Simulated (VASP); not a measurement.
The system is GaAs.

```xyz
2
Lattice="0.0000 2.8268 2.8268 2.8268 0.0000 2.8268 2.8268 2.8268 0.0000" Properties=species:S:1:pos:R:3 pbc="T T T"
As    4.2403    4.2403    4.2403
Ga    0.0000    0.0000    0.0000
```

Program: VASP 6.6.1. Alike in all runs: task single point; cell as given. Hardware: 1 thread of Intel Xeon 8259CL (shared host).

Problem. Order these runs on this cell by their wall time, lowest first.
A. level PBE; potentials or basis VASP PAW PBE potentials, release 64 (As, Ga_d); spin off; k mesh 6 × 6 × 6; cutoff (eV) 500; smearing gaussian 0.01 eV
B. level PBE; potentials or basis VASP PAW PBE potentials, release 64 (As, Ga_d); spin off; k mesh 5 × 5 × 5; cutoff (eV) 520; smearing fermi-dirac 0.04 eV
C. level LDA; potentials or basis VASP PAW LDA potentials, release 64 (As, Ga_d); spin collinear, ferromagnetic start; k mesh 8 × 8 × 8; cutoff (eV) 520; smearing fermi-dirac 0.025 eV

Solution. B (12 s), A (28 s), C (69 s).
